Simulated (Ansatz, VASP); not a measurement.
One calculation of CoSi, two programs

The input POSCAR:

```
CoSi
1.0
    2.6168231338      0.0000000000      0.0000000000
    0.0000000000      2.6168231338      0.0000000000
    0.0000000000      0.0000000000      3.1358237220
Co Si
1 1
Direct
    0.0000000000      0.0000000000      0.0000000000
    0.5000000000      0.5000000000      0.5000000000
```

Contents of INCAR.step1:

```
ALGO = Normal
EDIFF = 1E-4
ENCUT = 520
GGA = PE
ISMEAR = 0
LASPH = True
LCHARG = False
LREAL = False
LWAVE = True
NBANDS = 14
NELM = 60
PREC = Accurate
SIGMA = 0.1
```

INCAR.step2

```
ALGO = Normal
EDIFF = 1E-6
ENCUT = 520
ISIF = 2
ISMEAR = 0
ISTART = 1
LASPH = True
LCHARG = True
LELF = True
LMIXTAU = True
LREAL = False
LVHAR = True
LWAVE = False
METAGGA = R2SCAN
NBANDS = 14
NELM = 60
PREC = Accurate
SIGMA = 0.1
```

The input KPOINTS:

```
k-points
0
Gamma
  16 16 14
```

Input for Ansatz:

```yaml
crystal:
  lattice:
    - [2.6168231338, 0.0, 0.0]
    - [0.0, 2.6168231338, 0.0]
    - [0.0, 0.0, 3.135823722]
  atoms:
    - { symbol: Co, position: [0.0, 0.0, 0.0] }
    - { symbol: Si, position: [0.5, 0.5, 0.5] }
basis:
  ecutwfc: 500
kpoints:
  mp_grid: { grid: [16, 16, 14] }
hamiltonian:
  xc: r2scan
scf:
  occupations: { method: gaussian, width: 0.1 }
  lower_state_search: "off"
output:
  forces: true
  stress: true
  eigenvalues: true
```

Alike in both runs: task single point; functional r2SCAN; k mesh 16 × 16 × 14; occupations gaussian, width 0.1 eV; no spin polarisation.

```csv
,VASP,Ansatz
version,VASP 6.6.1,Ansatz 0.2.0
potentials or method,"VASP PAW PBE potentials, release 64 (Co, Si), cutoff 520 eV","scalar-relativistic, plane waves, PAW"
valence electrons in the cell,13,21
```

Ansatz gave:

| Property | Result |
| --- | --- |
| gap on the k mesh at the Fermi level (eV) | none |
| pressure (GPa) | -8.3 |
| traceless stress, the component that is largest in VASP (GPa) | 1.59 |

Which values does VASP return?

gap on the k mesh at the Fermi level (eV): none; pressure (GPa): -8.5; traceless stress, the component that is largest in VASP (GPa): 1.39.

VASP's potentials were made for PBE, not for r2SCAN. A gap of «none» marks a metal or a gap that the smearing closes. VASP's potentials hold 13 valence electrons a cell and Ansatz's 21, so a difference there can come from the potentials and not from the codes.
